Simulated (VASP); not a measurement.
Set up this calculation in VASP 6.6.1, as the native input.

```
Task                   : single point
Functional             : LDA
Potentials or basis    : VASP PAW LDA potentials, release 64 (Fe, Co)
Cutoff                 : 520 eV
k mesh                 : 10 × 10 × 14
Occupations            : gaussian, width 0.15 eV
Spin                   : collinear spin, ferromagnetic start
Starting moments       : [2.34, 2.66, 2.66, 1.9] μB
Dipole correction      : no
Further INCAR settings : ALGO = Normal; EDIFF = 1e-07; NBANDS = 28
```

The structure of Fe3Co lies in POSCAR:

```
Fe3Co
1.0
    3.8476000000      0.0000000000      0.0000000000
    0.0000000000      3.8476000000      0.0000000000
    0.0000000000      0.0000000000      2.7560274745
Fe Co
3 1
Direct
    0.5000000000      0.5000000000      0.0000000000
    0.5000000000      0.0000000000      0.5000000000
    0.0000000000      0.5000000000      0.5000000000
    0.0000000000      0.0000000000      0.0000000000
```

These files were run (other wordings do the same):

INCAR

```
PREC = Accurate ; ENCUT = 520
EDIFF = 1E-7 ; ISMEAR = 0
SIGMA = 0.15 ; LREAL = False
LASPH = True ; NELM = 150
ALGO = Normal ; ISIF = 2
LWAVE = False ; LCHARG = False
ISPIN = 2 ; MAGMOM = 2.34 2.66 2.66 1.9
LORBIT = 11 ; LMAXMIX = 4
NBANDS = 28
```

KPOINTS

```
regular mesh
0
Gamma
  10 10 14
```

Potentials or basis: VASP PAW LDA potentials, release 64 (Fe, Co).

Run with:

```bash
$ cat potpaw_LDA.64/Fe/POTCAR potpaw_LDA.64/Co/POTCAR > POTCAR
$ mpirun -np 1 vasp_std > vasp.out
```

Results of the run:

```
Pressure                                              : 7.2 GPa
Net moment                                            : 8.25 μB per cell
Site moments                                          : Fe +1.98, +2.27 (each value once); Co +1.60 μB
Valence electrons inside the program's atomic spheres : Fe 7.53, 7.48 (each value once); Co 8.48
```

Caveat: the cell stands under pressure.

Run time: 13 min on 1 thread of Intel Xeon 8259CL, on a shared host, peak memory 0.36 GiB.
